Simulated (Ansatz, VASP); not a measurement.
GaSb in VASP and in Ansatz

File POSCAR:

```
GaSb
1.0
    0.0000000000      3.0658787979      3.1885139498
    3.0658787979      0.0000000000      3.1885139498
    3.0658787979      3.0658787979      0.0000000000
Ga Sb
1 1
Direct
    0.0000000000      0.0000000000      0.0000000000
    0.2500000000      0.2500000000      0.2500000000
```

File INCAR.step1:

```
  ALGO = Normal
  EDIFF = 1E-4
  ENCUT = 520
  GGA = PE
  GGA_COMPAT = F
  ISMEAR = -1
  LASPH = T
  LCHARG = F
  LNONCOLLINEAR = T
  LREAL = F
  LSORBIT = T
  LWAVE = T
  MAGMOM = 0 0 0 0 0 0
  NBANDS = 30
  NELM = 150
  PREC = Accurate
  SIGMA = 0.02
```

Contents of INCAR.step2:

```
  ALGO = Normal
  EDIFF = 1E-6
  ENCUT = 520
  GGA_COMPAT = F
  ISIF = 2
  ISMEAR = -1
  ISTART = 1
  LASPH = T
  LCHARG = T
  LMIXTAU = T
  LNONCOLLINEAR = T
  LORBIT = 11
  LORBMOM = T
  LREAL = F
  LSORBIT = T
  LVHAR = T
  LWAVE = F
  MAGMOM = 0 0 0 0 0 0
  METAGGA = R2SCAN
  NBANDS = 30
  NELM = 150
  PREC = Accurate
  SIGMA = 0.02
```

KPOINTS

```
k-points
0
Gamma
  8 8 8
```

Input for Ansatz:

```yaml
crystal:
  lattice:
    - [0.0, 3.0658787979, 3.1885139498]
    - [3.0658787979, 0.0, 3.1885139498]
    - [3.0658787979, 3.0658787979, 0.0]
  atoms:
    - { symbol: Ga, position: [0.0, 0.0, 0.0] }
    - { symbol: Sb, position: [0.25, 0.25, 0.25] }
kpoints:
  mp_grid: { grid: [8, 8, 8] }
  band_path:
    path:
      - [0.0, 0.0, 0.0]
      - [-0.5, -0.5, 0.0]
      - [-0.375, -0.375, 0.25]
      - [-0.375, 0.0, 0.375]
      - [0.0, 0.0, 0.5]
      - [-0.5, -0.25, 0.25]
      - [-0.017253, -0.017253, 0.0]
    npoints: 1
hamiltonian:
  xc: r2scan
scf:
  occupations: { method: fermi_dirac, width: 0.02 }
  n_extra_bands: 8
magnetization:
  noncollinear: true
  spin_orbit: true
output:
  forces: true
  stress: true
  eigenvalues: true
```

Change from the starting cell: uniaxial_z strain +4.0%.

Alike in both runs: task single point; functional r2SCAN; k mesh 8 × 8 × 8; occupations fermi-dirac, width 0.02 eV; non-collinear spin, spin-orbit coupling.

```csv
,VASP,Ansatz
version,VASP 6.6.1,Ansatz 0.2.0
potentials or method,"VASP PAW PBE potentials, release 64 (Ga_d, Sb)","plane waves, PAW"
plane-wave cutoff (eV),520,500
valence electrons in the cell,18,28
```

Ansatz gave:

```
pressure (GPa)                                                : -1.8
traceless stress, the component that is largest in VASP (GPa) : -1.32
```

**Question.** What did VASP give for the same quantities?

**Answer.** Pressure (GPa): -1.7; traceless stress, the component that is largest in VASP (GPa): -1.31.

VASP's potentials were made for PBE, not for r2SCAN. With one functional, cell and mesh, what is left measures potentials, basis and numerics. VASP's potentials hold 18 valence electrons a cell and Ansatz's 28, so a difference there can come from the potentials and not from the codes.
